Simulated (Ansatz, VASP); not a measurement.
# One calculation of Zr2Te3Pd2, two programs

```
Zr Te Pd
1.0
     4.23655    0.00000    0.00000
    -2.11827    3.66896    0.00000
     0.00000    0.00000   10.60932
Zr Te Pd
2 3 2
Direct
  0.33333 0.66667 0.14772
  0.66667 0.33333 0.85228
  0.33333 0.66667 0.68701
  0.66667 0.33333 0.31299
  0.00000 0.00000 0.00000
  0.66667 0.33333 0.57705
  0.33333 0.66667 0.42295
```

Alike in both runs: functional PBE; k mesh 12 × 12 × 4; occupations gaussian, width 0.1 eV; no spin polarisation.

Ansatz relaxed the structure, and its values are those at the end. VASP's run is a single point on that final structure, the one shown.

|  | VASP | Ansatz |
| --- | --- | --- |
| version | VASP 6.6.1 | Ansatz 0.2.0 |
| potentials or method | VASP PAW PBE potentials, release 64 (Zr_sv, Te, Pd), cutoff 520 eV | scalar-relativistic, plane waves, PAW |
| valence electrons in the cell | 62 | 108 |

Ansatz gave:

| Item | Value |
| --- | --- |
| gap on the k mesh at the Fermi level (eV) | none |
| pressure (GPa) | 0.0 |
| rms of the force components (eV/Å) | 0.002 |

What did VASP give for the same quantities?

gap on the k mesh at the Fermi level (eV): none; pressure (GPa): 0.0; rms of the force components (eV/Å): 0.005.

A gap of «none» marks a metal or a gap that the smearing closes. VASP's potentials hold 62 valence electrons a cell and Ansatz's 108, so a difference there can come from the potentials and not from the codes.

Neither program's run includes spin-orbit coupling.
